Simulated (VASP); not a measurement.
# GeW (P4_2/mmc) in VASP: single point with PBE

Aim: the single point of GeW with PBE.

All numbers are computed with VASP 6.6.1; they aren't measurements. Logs are shortened: lines on timing, memory, paths and dates and some standing lists are left out, and cuts for length are marked.

### Step 1. The cell of the first run

It takes space group P4_2/mmc (No. 131, tetragonal). The conventional cell has a = 6.577 Å, b = 6.577 Å, c = 4.955 Å, α = 90.00°, β = 90.00°, γ = 90.00°. Within 3.0 Å of Ge (site symmetry m2m) lie 1 Ge at 2.26 Å and 2 W at 2.49 Å. W (site symmetry -4m2) has 2 W at 2.48 Å and 4 Ge at 2.49 Å within 3.3 Å. W (site symmetry -4m2) has 2 W at 2.48 Å within 3.3 Å.

The cell was built from a structure type or drawn by symmetry, and may not be a known phase.

### Step 2. Single point, PBE

Input file INCAR:

```
  PREC = Accurate
  ENCUT = 500
  EDIFF = 1E-6
  ISMEAR = 0
  SIGMA = 0.2
  LREAL = False
  LASPH = True
  NELM = 120
  ALGO = Normal
  ISIF = 2
  LWAVE = False
  LCHARG = False
  GGA = PE
  NBANDS = 66
  GGA_COMPAT = False
```

Input file KPOINTS:

```
Automatic mesh
0
Gamma
  3 3 4
```

Input file POSCAR:

```
GeW
1.0
    6.5769401088      0.0000000000      0.0000000000
    0.0000000000      6.5769401088      0.0000000000
    0.0000000000      0.0000000000      4.9550553126
Ge W
4 4
Direct
    0.0000000000      0.3282708939      0.0000000000
    0.0000000000      0.6717291061      0.0000000000
    0.3282708939      0.0000000000      0.5000000000
    0.6717291061      0.0000000000      0.5000000000
    0.0000000000      0.0000000000      0.7500000000
    0.0000000000      0.0000000000      0.2500000000
    0.5000000000      0.5000000000      0.7500000000
    0.5000000000      0.5000000000      0.2500000000
```

Potentials or basis: VASP PAW PBE potentials, release 64 (Ge_d, W_sv).

Started as:

```sh
$ cat potpaw_PBE.64/Ge_d/POTCAR potpaw_PBE.64/W_sv/POTCAR > POTCAR
$ mpirun -np 1 vasp_std > vasp.out
```

OUTCAR:

```text
PREC = Accurate
   ENCUT = 500
   EDIFF = 1E-6
   ISMEAR = 0
   LREAL = False
   LASPH = True
   NELM = 120
   ISIF = 2
   GGA = PE

 ion  position               nearest neighbor table
   1  0.000  0.328  0.000-   2 2.26   5 2.49   6 2.49
   2  0.000  0.672  0.000-   1 2.26   5 2.49   6 2.49
   3  0.328  0.000  0.500-   4 2.26   5 2.49   6 2.49
   4  0.672  0.000  0.500-   3 2.26   5 2.49   6 2.49
   5  0.000  0.000  0.750-   6 2.48   6 2.48   3 2.49   4 2.49   1 2.49   2 2.49
   6  0.000  0.000  0.250-   5 2.48   5 2.48   3 2.49   4 2.49   1 2.49   2 2.49
   7  0.500  0.500  0.750-   8 2.48   8 2.48
   8  0.500  0.500  0.250-   7 2.48   7 2.48

  LATTYP: Found a simple tetragonal cell.
 ALAT       =     6.5769401088
 C/A-ratio  =     0.7533982719

  Lattice vectors:

 A1 = (   6.5769401088,   0.0000000000,   0.0000000000)
 A2 = (   0.0000000000,   6.5769401088,   0.0000000000)
 A3 = (   0.0000000000,   0.0000000000,   4.9550553126)

Analysis of symmetry for initial positions (statically):
=====================================================================
 Subroutine PRICEL returns:
 Original cell was already a primitive cell.

 Routine SETGRP: Setting up the symmetry group for a
 simple tetragonal supercell.

 Subroutine GETGRP returns: Found 16 space group operations
 (whereof  8 operations were pure point group operations)
 out of a pool of 16 trial point group operations.

The static configuration has the point symmetry D_2h.
 The point group associated with its full space group is D_4h.

Analysis of symmetry for dynamics (positions and initial velocities):
=====================================================================
 Subroutine PRICEL returns:
 Original cell was already a primitive cell.

 Routine SETGRP: Setting up the symmetry group for a
 simple tetragonal supercell.

 Subroutine GETGRP returns: Found 16 space group operations
 (whereof  8 operations were pure point group operations)
 out of a pool of 16 trial point group operations.

The dynamic configuration has the point symmetry D_2h.
 The point group associated with its full space group is D_4h.

 Subroutine INISYM returns: Found 16 space group operations
 (whereof  8 operations are pure point group operations),
 and found     1 'primitive' translations

----------------------------------------------------------------------------------------

                                     Primitive cell

  volume of cell :     214.3366

  direct lattice vectors                    reciprocal lattice vectors
     6.576940109  0.000000000  0.000000000     0.152046390  0.000000000  0.000000000
     0.000000000  6.576940109  0.000000000     0.000000000  0.152046390  0.000000000
     0.000000000  0.000000000  4.955055313     0.000000000  0.000000000  0.201814094

  length of vectors
     6.576940109  6.576940109  4.955055313     0.152046390  0.152046390  0.201814094

  position of ions in fractional coordinates (direct lattice)
     0.000000000  0.328270894  0.000000000
     0.000000000  0.671729106  0.000000000
     0.328270894  0.000000000  0.500000000
     0.671729106  0.000000000  0.500000000
     0.000000000  0.000000000  0.750000000
     0.000000000  0.000000000  0.250000000
     0.500000000  0.500000000  0.750000000
     0.500000000  0.500000000  0.250000000

  ion indices of the primitive-cell ions
   primitive index   ion index
                 1           1
                 2           2
                 3           3
                 4           4
                 5           5
                 6           6
                 7           7
                 8           8

----------------------------------------------------------------------------------------

 KPOINTS: Automatic mesh

Automatic generation of k-mesh.
 Grid dimensions read from file:
 generate k-points for:    3    3    4

 Generating k-lattice:

  Cartesian coordinates                     Fractional coordinates (reciprocal lattice)
     0.050682130  0.000000000  0.000000000     0.333333333  0.000000000  0.000000000
     0.000000000  0.050682130  0.000000000     0.000000000  0.333333333  0.000000000
     0.000000000  0.000000000  0.050453524     0.000000000  0.000000000  0.250000000

  Length of vectors
     0.050682130  0.050682130  0.050453524

  Shift w.r.t. Gamma in fractional coordinates (k-lattice)
     0.000000000  0.000000000  0.000000000

 Subroutine IBZKPT returns following result:
 ===========================================

 Found      9 irreducible k-points:

 Following reciprocal coordinates:
            Coordinates               Weight
  0.000000  0.000000  0.000000      1.000000
  0.333333  0.000000  0.000000      4.000000
  0.333333  0.333333  0.000000      4.000000
  0.000000  0.000000  0.250000      2.000000
  0.333333  0.000000  0.250000      8.000000
  0.333333  0.333333  0.250000      8.000000
  0.000000  0.000000  0.500000      1.000000
  0.333333  0.000000  0.500000      4.000000
  0.333333  0.333333  0.500000      4.000000
   k-points           NKPTS =      9   k-points in BZ     NKDIM =      9   number of bands    NBANDS=     66
   number of dos      NEDOS =    301   number of ions     NIONS =      8
   total plane-waves  NPLWV =  82944
   dimension x,y,z NGX =    48 NGY =   48 NGZ =   36
   dimension x,y,z NGXF=    96 NGYF=   96 NGZF=   72
   ions per type =               4   4
   NGX,Y,Z   is equivalent  to a cutoff of  12.13, 12.13, 12.08 a.u.
   NGXF,Y,Z  is equivalent  to a cutoff of  24.27, 24.27, 24.16 a.u.
 SYSTEM =  unknown system
   PREC   = accura    normal or accurate (medium, high low for compatibility)
   ISTART =      0    job   : 0-new  1-cont  2-samecut
   ICHARG =      2    charge: 1-file 2-atom 10-const
   ISPIN  =      1    spin polarized calculation?
   LNONCOLLINEAR =      F non collinear calculations
   LSORBIT =      F    spin-orbit coupling
   LASPH  =      T    aspherical Exc in radial PAW
   ENCUT  =  500.0 eV  36.75 Ry    6.06 a.u.  11.99 11.99  9.03*2*pi/ulx,y,z
   NELM   =    120;   NELMIN=  2; NELMDL= -5     # of ELM steps
   EDIFF  = 0.1E-05   stopping-criterion for ELM
   LREAL  =      F    real-space projection
   EDIFFG = 0.1E-04   stopping-criterion for IOM
   NSW    =      0    number of steps for IOM
   IBRION =     -1    ionic relax: 0-MD 1-quasi-New 2-CG
   NFREE  =      0    steps in history (QN), initial steepest desc. (CG)
   ISIF   =      2    stress and relaxation
   ISYM   =      2    0-nonsym 1-usesym 2-fastsym
   POTIM  = 0.5000    time-step for ionic-motion
   TEBEG  =    0.0;   TEEND  =   0.0 temperature during run
   PSTRESS=    0.0 pullay stress
   NELECT =     112.0000    total number of electrons
   NUPDOWN=      -1.0000    fix difference up-down
   EMIN   =  10.00;   EMAX   =-10.00  energy-range for DOS
   EFERMI =   0.00;   METHOD = LEGACY
   ISMEAR =     0;   SIGMA  =   0.20  broadening in eV -4-tet -1-fermi 0-gaus
   EFERMI_NEDOS =   21; number of points for ismear=-14 and -15
   IALGO  =     38    algorithm
   IMIX   =      4    mixing-type and parameters
     AMIX     =   0.40;   BMIX     =  1.00
     AMIX_MAG =   1.60;   BMIX_MAG =  1.00
  volume/ion in A,a.u.               =      26.79       180.80
  Fermi-wavevector in a.u.,A,eV,Ry     =   1.318607  2.491806 23.656786  1.738725
  Thomas-Fermi vector in A             =   2.448565
   LORBIT       =      0    0 simple, 1 ext, 2 COOP (PROOUT), +10 PAW based schemes
   GGA     = PE    functional components
   LHFCALC =     F    Hartree Fock is set to
   AEXX    =    0.0000 exact exchange contribution
   IVDW    =     0    specifies the selected vdW correction
   LEPSILON=     F    determine dielectric tensor
   LRPA    =     F    only Hartree local field effects (RPA)
 non-spin polarized calculation
 Gauss-broadening in eV      SIGMA  =   0.20
  energy-cutoff  :      500.00
  volume of cell :      214.34
 maximum number of plane-waves:      5454
 NGX is ok and might be reduce to    48
   NGX = 23   NGY = 23   NGZ = 19

 number of electron     112.0000054 magnetization

 Free energy of the ion-electron system (eV)
  ---------------------------------------------------
  ext. energy  EPLUGINS =         0.00000000
  ---------------------------------------------------
  free energy    TOTEN  =       -53.63896421 eV

  energy without entropy =      -53.38928457  energy(sigma->0) =      -53.51412439

 E-fermi :   3.8593     XC(G=0):  -9.7645

 val. band max:        3.8483087366   @ k =   0.3333   0.3333   0.2500
 cond. band min:       3.8621863910   @ k =   0.0000   0.0000   0.5000
 fundamental gap:      0.0138776544
 Fermi energy:         3.8592813769

 k-point     1 :       0.0000    0.0000    0.0000
  band No.  band energies     occupation
      1     -70.3254      2.00000
      2     -70.1386      2.00000
      3     -69.6892      2.00000
      4     -69.4927      2.00000
      5     -35.2299      2.00000
      6     -34.9800      2.00000
[... 58 lines left out ...]
     65       7.5872      0.00000
     66       8.1347      0.00000

 k-point     2 :       0.3333    0.0000    0.0000
  band No.  band energies     occupation
      1     -70.3255      2.00000
      2     -70.1386      2.00000
      3     -69.6892      2.00000
      4     -69.4927      2.00000
      5     -35.2299      2.00000
      6     -34.9800      2.00000
[... 58 lines left out ...]
     65       6.9915      0.00000
     66       7.2713      0.00000

 k-point     3 :       0.3333    0.3333    0.0000
  band No.  band energies     occupation
      1     -70.3255      2.00000
      2     -70.1386      2.00000
      3     -69.6892      2.00000
      4     -69.4927      2.00000
      5     -35.2299      2.00000
      6     -34.9800      2.00000
[... 403 lines left out ...]
     65       5.2300      0.00000
     66       5.9592      0.00000

 k-point     9 :       0.3333    0.3333    0.5000
  band No.  band energies     occupation
      1     -70.2326      2.00000
      2     -70.2326      2.00000
      3     -69.5916      2.00000
      4     -69.5916      2.00000
      5     -34.4906      2.00000
      6     -34.4906      2.00000
[... 58 lines left out ...]
     65       6.0051      0.00000
     66       6.0060      0.00000

------------------------ aborting loop because EDIFF is reached ----------------------------------------

  FORCE on cell =-STRESS in cart. coord.  units (eV):
  Direction    XX          YY          ZZ          XY          YZ          ZX
  --------------------------------------------------------------------------------------
  -------------------------------------------------------------------------------------
  Total       -0.0144102     -0.0144102      1.1283838      0.0000000      0.0000000      0.0000000
  in kB       -0.1077171     -0.1077171      8.4347292      0.0000000      0.0000000      0.0000000
  external PRESSURE =       2.7397650 kB  Pullay stress =       0.0000000 kB

 VOLUME and BASIS-vectors are now :
 -----------------------------------------------------------------------------
  energy-cutoff  :      500.00
  volume of cell :      214.34
      direct lattice vectors                 reciprocal lattice vectors
     6.576940109  0.000000000  0.000000000     0.152046390  0.000000000  0.000000000
     0.000000000  6.576940109  0.000000000     0.000000000  0.152046390  0.000000000
     0.000000000  0.000000000  4.955055313     0.000000000  0.000000000  0.201814094

 POSITION                                       TOTAL-FORCE (eV/Angst)
 -----------------------------------------------------------------------------------
      0.00000      2.15902      0.00000         0.000000     -0.019182      0.000000
      0.00000      4.41792      0.00000         0.000000      0.019182      0.000000
      2.15902      0.00000      2.47753        -0.019182      0.000000      0.000000
      4.41792      0.00000      2.47753         0.019182     -0.000000      0.000000
      0.00000      0.00000      3.71629         0.000000      0.000000      0.000000
      0.00000      0.00000      1.23876         0.000000      0.000000      0.000000
      3.28847      3.28847      3.71629         0.000000      0.000000     -0.000000
      3.28847      3.28847      1.23876         0.000000      0.000000      0.000000
 -----------------------------------------------------------------------------------
    total drift:                                0.000000      0.000000     -0.000000

  FREE ENERGIE OF THE ION-ELECTRON SYSTEM (eV)
  ---------------------------------------------------
  free  energy   TOTEN  =       -53.6389642113 eV

  energy  without entropy=      -53.3892845652  energy(sigma->0) =      -53.51412439
```

Run time: 4.2 min. Hardware: 1 thread of Intel Xeon 8259CL, shared host; peak memory 0.32 GiB.

Results:

```
Free energy            : -53.6390 eV
Pressure               : 0.3 GPa
Largest force          : 0.019 eV/Å
Band gap on the k mesh : zero (bands 56 and 57 overlap by 0.52 eV)
```

Forces in eV/Å, atoms in the order of the input:
```
Ge   0.000 -0.019  0.000
Ge   0.000  0.019  0.000
Ge  -0.019  0.000  0.000
Ge   0.019  0.000  0.000
W    0.000  0.000  0.000
W    0.000  0.000  0.000
W    0.000  0.000  0.000
W    0.000  0.000  0.000
```

Stress tensor (GPa, compression positive):
```
-0.01  0.00  0.00
 0.00 -0.01  0.00
 0.00  0.00  0.84
```

Levels at points of the mesh, in eV from the Fermi level:
```
           k point  band 54  band 55  band 56  band 57  band 58  band 59
(0.00, 0.00, 0.00)    -0.30    -0.30    -0.19     0.60     1.05     1.19
(0.00, 0.00, 0.50)    -0.53     0.00     0.00     0.27     0.27     0.39
```

Caveat: spin-orbit coupling is left out, which moves the levels of the heavy elements.
